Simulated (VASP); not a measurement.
## Cu: single point with PBE

Cu:

```
Cu
1.0
     0.00000    1.83350    1.83350
     1.83350    0.00000    1.83350
     1.83350    1.83350    0.00000
Cu
1
Direct
  0.00000 0.00000 0.00000
```

```json
{
  "Program": "VASP 6.6.1",
  "Task": "single point",
  "Functional": "PBE",
  "Potentials or basis": "VASP PAW PBE potentials, release 64 (Cu)",
  "Cutoff": "600 eV",
  "k mesh": "14 × 14 × 14",
  "Occupations": "fermi-dirac, width 0.1 eV",
  "Spin": "no spin polarisation",
  "Dipole correction": "no",
  "Further INCAR settings": "ALGO = Normal; EDIFF = 1e-06; NBANDS = 12"
}
```

```json
{
  "Pressure": "-3.4 GPa"
}
```

Levels at points of the mesh, in eV from the Fermi level:
| k point | band 2 | band 3 | band 4 | band 5 | band 6 | band 7 | band 8 | band 9 | band 10 | band 11 |
| --- | --- | --- | --- | --- | --- | --- | --- | --- | --- | --- |
| (0.00, 0.00, 0.00) | -2.86 | -2.86 | -2.86 | -2.09 | -2.09 | 22.29 | 24.61 | 24.61 | 24.61 | 27.07 |
| (0.50, 0.00, 0.00) | -2.89 | -2.89 | -1.56 | -1.56 | -0.84 | 3.59 | 20.81 | 21.45 | 21.45 | 24.51 |
| (0.50, 0.50, 0.00) | -4.16 | -1.57 | -1.42 | -1.42 | 1.57 | 6.86 | 12.80 | 12.80 | 17.18 | 19.61 |

Run time: 11 s on 1 thread of Intel(R) Xeon(R) Platinum 8488C (Sapphire Rapids) (shared host), peak memory 0.14 GiB.
